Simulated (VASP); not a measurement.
Crystal: Ta2SiO3.

```
Ta Si O
1.0
     5.26361    0.00000    0.00000
    -2.63181    4.55842    0.00000
     0.00000    0.00000    3.61629
Ta Si O
2 1 3
Direct
  0.33333 0.66667 0.50000
  0.66667 0.33333 0.50000
  0.00000 0.00000 0.00000
  0.50000 0.00000 0.50000
  0.00000 0.50000 0.50000
  0.50000 0.50000 0.50000
```

| Property | Result |
| --- | --- |
| Program | VASP 6.6.1 |
| Task | relaxation of cell and atoms |
| Functional | PBE |
| Potentials or basis | VASP PAW PBE potentials, release 64 (Ta_pv, Si, O) |
| Cutoff | 600 eV |
| k mesh | 6 × 6 × 6 |
| Occupations | gaussian, width 0.1 eV |
| Spin | no spin polarisation |

At the start: pressure 183.6 GPa; volume 14.46 Å³/atom.

Problem. How do energy, volume and symmetry change on relaxing?

Solution. Over 17 steps the energy falls by 4612.1 meV/atom and the volume is 17.57 Å³/atom (+21.5 %); space group P6/mmm (No. 191, to 0.05 Å).

The path:
```tsv
step	energy change (eV)	largest force (eV/Å)	pressure (GPa)	volume (Å³)
1	0.0000	0.0000	183.55	86.77
2	42.3712	0.0000	-38.47	414.85
3	-12.2031	0.0000	-32.55	205.39
4	-21.1458	0.0000	-26.79	169.07
5	-24.9909	0.0000	16.16	119.73
6	-25.8858	0.0000	-9.49	137.46
7	-26.0301	0.0000	-4.62	132.91
8	-26.0330	0.0000	-3.40	131.89
9	-26.5874	0.0000	-2.96	124.23
10	-27.6007	0.0000	5.01	100.99
11	-27.5820	0.0000	0.73	108.02
12	-27.6531	0.0000	2.41	104.58
13	-27.6546	0.0000	2.79	103.96
14	-27.5148	0.0000	-6.59	108.19
15	-27.6719	0.0000	0.23	105.01
16	-27.6719	0.0000	0.28	104.99
17	-27.6726	0.0000	-0.01	105.39
```

Final structure:
```cif
data_structure
_symmetry_space_group_name_H-M 'P 1'
_symmetry_Int_Tables_number 1
_cell_length_a 6.5779
_cell_length_b 6.5779
_cell_length_c 2.8127
_cell_angle_alpha 90.000
_cell_angle_beta 90.000
_cell_angle_gamma 120.000
_cell_volume 105.39
loop_
_atom_site_label
_atom_site_type_symbol
_atom_site_fract_x
_atom_site_fract_y
_atom_site_fract_z
_atom_site_occupancy
Ta1 Ta 0.33333 0.66667 0.50000 1
Ta2 Ta 0.66667 0.33333 0.50000 1
Si1 Si 0.00000 0.00000 0.00000 1
O1 O 0.50000 0.00000 0.50000 1
O2 O 0.00000 0.50000 0.50000 1
O3 O 0.50000 0.50000 0.50000 1
```

Caveat: the volume moved by over 15 % at a fixed basis, so the end points are rough.
